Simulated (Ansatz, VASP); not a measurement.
# Ti in VASP and in Ansatz

```
Ti
1.0
     4.50263    0.00000    0.00000
    -2.25131    3.89939    0.00000
     0.00000    0.00000    2.78447
Ti
3
Direct
  0.98100 0.96200 0.00000
  0.34283 0.68567 0.50000
  0.67617 0.35233 0.50000
```

Change from the starting cell: mode 6 frozen in at -0.151 Å, equal normal strain along x, y and z -0.0167.

Alike in both runs: task single point; functional PBE; k mesh 12 × 12 × 14; occupations gaussian, width 0.15 eV; no spin polarisation.

```csv
,VASP,Ansatz
version,VASP 6.6.1,Ansatz 0.2.0
potentials or method,"VASP PAW PBE potentials, release 64 (Ti_sv), cutoff 500 eV","scalar-relativistic, plane waves, PAW"
valence electrons in the cell,36,36
```

|  | VASP | Ansatz | Ansatz less VASP |
| --- | --- | --- | --- |
| gap on the k mesh at the Fermi level (eV) | none | none | - |
| pressure (GPa) | 7.3 | 7.6 | +0.33 |
| traceless stress, the component that is largest in VASP (GPa) | 1.19 | 1.19 | -0.002 |
| rms of the force components (eV/Å) | 0.457 | 0.461 | +0.0037 |

Atom by atom the forces differ by 0.004 eV/Å (rms over components). A gap of «none» marks a metal or a gap that the smearing closes. With one functional, cell and mesh, what is left measures potentials, basis and numerics.
